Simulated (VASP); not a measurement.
A run of VASP 6.6.1 is set up as follows.

Contents of POSCAR:

```
Co
1.0
    7.0800000000      0.0000000000      0.0000000000
    0.0000000000      7.0800000000      0.0000000000
    0.0000000000      0.0000000000      3.5400000000
Co
16
Direct
    0.9982625000      0.9983090000      0.9781120000
    0.9845662000      0.2568853000      0.4936977000
    0.2515060000      0.0053173000      0.4845372000
    0.2441614000      0.2464577000      0.0055138000
    0.0001967000      0.5057869000      0.9847400000
    0.0022288000      0.7476105000      0.5036521000
    0.2423512000      0.5125136000      0.4980368000
    0.2545057000      0.7490856000      0.9813201000
    0.4956510000      0.0041656000      0.0201228000
    0.4976019000      0.2486932000      0.4754453000
    0.7443665000      0.9974461000      0.4918019000
    0.7339060000      0.2457916000      0.9932277000
    0.5045364000      0.4939289000      0.9945362000
    0.4980636000      0.7561290000      0.5001863000
    0.7506988000      0.5040678000      0.5105004000
    0.7492262000      0.7604413000      0.0017376000
```

File INCAR.step1:

```
  PREC = Accurate
  ENCUT = 600
  ISMEAR = -1
  SIGMA = 0.1
  LREAL = False
  LASPH = True
  NELM = 300
  ISPIN = 2
  MAGMOM = 1.8 -1.8 1.8 -1.8 1.8 -1.8 1.8 -1.8 1.8 -1.8 1.8 -1.8 1.8 -1.8 1.8 -1.8
  LMAXMIX = 4
  NBANDS = 90
  ISYM = 0
  GGA = PE
  ALGO = All
  EDIFF = 1E-5
  LWAVE = True
  LCHARG = False
  GGA_COMPAT = False
  ISEARCH = 1
```

The input INCAR.step2:

```
  PREC = Accurate
  ENCUT = 600
  EDIFF = 1E-6
  ISMEAR = -1
  SIGMA = 0.1
  LREAL = False
  LASPH = True
  NELM = 300
  ALGO = All
  ISIF = 2
  LWAVE = False
  LCHARG = False
  ISPIN = 2
  MAGMOM = 1.8 -1.8 1.8 -1.8 1.8 -1.8 1.8 -1.8 1.8 -1.8 1.8 -1.8 1.8 -1.8 1.8 -1.8
  LORBIT = 11
  LMAXMIX = 4
  METAGGA = R2SCAN
  LMIXTAU = True
  NBANDS = 90
  ISYM = 0
  ISTART = 1
  GGA_COMPAT = False
  ISEARCH = 1
```

KPOINTS

```
regular mesh
0
Gamma
  1 1 1
```

Potentials or basis: VASP PAW PBE potentials, release 64 (Co).

Command:

```console
$ cat potpaw_PBE.64/Co/POTCAR > POTCAR
$ cp INCAR.step1 INCAR
$ mpirun -np 4 vasp_gam > vasp.out
$ cp INCAR.step2 INCAR
$ mpirun -np 4 vasp_gam > vasp.out
```

Q: What does it give for the pressure?

A: -8.2 GPa.

Q: Estimate the largest force.

A: 1.360 eV/Å.

Q: Estimate the site moments.

A: Co -1.73, -1.69, -1.71, -1.79, +1.70, +1.76, +1.82, +1.69, -1.74, -1.70, -1.62, -1.78, +1.72, +1.77, +1.60 (each value once) μB.

Stress tensor (GPa, compression positive):
```
  2.80  -0.23  -0.26
 -0.23   8.99   0.17
 -0.26   0.17 -36.27
```

Caveat: the k points lie up to 1.77 Å⁻¹ apart, too coarse for converged energies, forces and pressures; the antiferromagnetic order is the one typed at the start, and another may lie lower; the PAW data sets were made with another functional, which shifts forces and pressure a little.
